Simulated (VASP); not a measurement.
**Mg2SO: single point with PBE**

The system is Mg2SO.

```
CELL_PARAMETERS angstrom
1.66996 0.96415 5.49749
-1.66996 0.96415 5.49749
0.00000 -1.92831 5.49749
ATOMIC_POSITIONS crystal
O 0.00000 0.00000 0.00000
S 0.50000 0.50000 0.50000
Mg 0.26166 0.26166 0.26166
Mg 0.73834 0.73834 0.73834
```

```yaml
Program: VASP 6.6.1
Task: single point
Functional: PBE
Potentials_or_basis: VASP PAW PBE potentials, release 64 (O, S, Mg)
Cutoff: 520 eV
k_mesh: 8 × 8 × 8
Occupations: gaussian, width 0.01 eV
Spin: no spin polarisation
Dipole_correction: no
Further_INCAR_settings: ALGO = Normal; EDIFF = 1e-07; NBANDS = 16
```

```json
{
  "Pressure": "2.0 GPa",
  "Largest force": "0.009 eV/Å",
  "Band gap on the k mesh": "0.97 eV, direct"
}
```

Forces on the atoms (eV/Å):
```
O    0.000  0.000  0.000
S    0.000  0.000  0.000
Mg   0.000  0.000 -0.009
Mg   0.000  0.000  0.009
```

Stress tensor (GPa, compression positive):
```
1.95 0.00 0.00
0.00 1.95 0.00
0.00 0.00 2.24
```

Levels at points of the mesh, in eV from the valence-band top:
```
           k point  band 5  band 6  band 7  band 8  band 9  band 10  band 11  band 12
(0.00, 0.00, 0.00)   -3.02   -1.65    0.00    0.00    0.97     5.98     8.33     8.33
(0.50, 0.00, 0.00)   -3.70   -3.50   -3.26   -1.30    4.46     5.40     5.41     6.36
(0.50, 0.50, 0.00)   -3.55   -3.08   -1.99   -1.18    2.91     4.49     4.74     7.78
(0.50, 0.50, 0.50)   -3.01   -3.01   -0.05   -0.05    2.96     5.99     6.32     8.55
```

It took 2.3 min on 1 thread of Intel(R) Xeon(R) Platinum 8259CL CPU @ 2.50GHz (Skylake/Cascade Lake), on a shared host, peak memory 0.34 GiB.

A k mesh can miss the band edges. A hybrid or GW would open this gap; PBE tends to underestimate it.
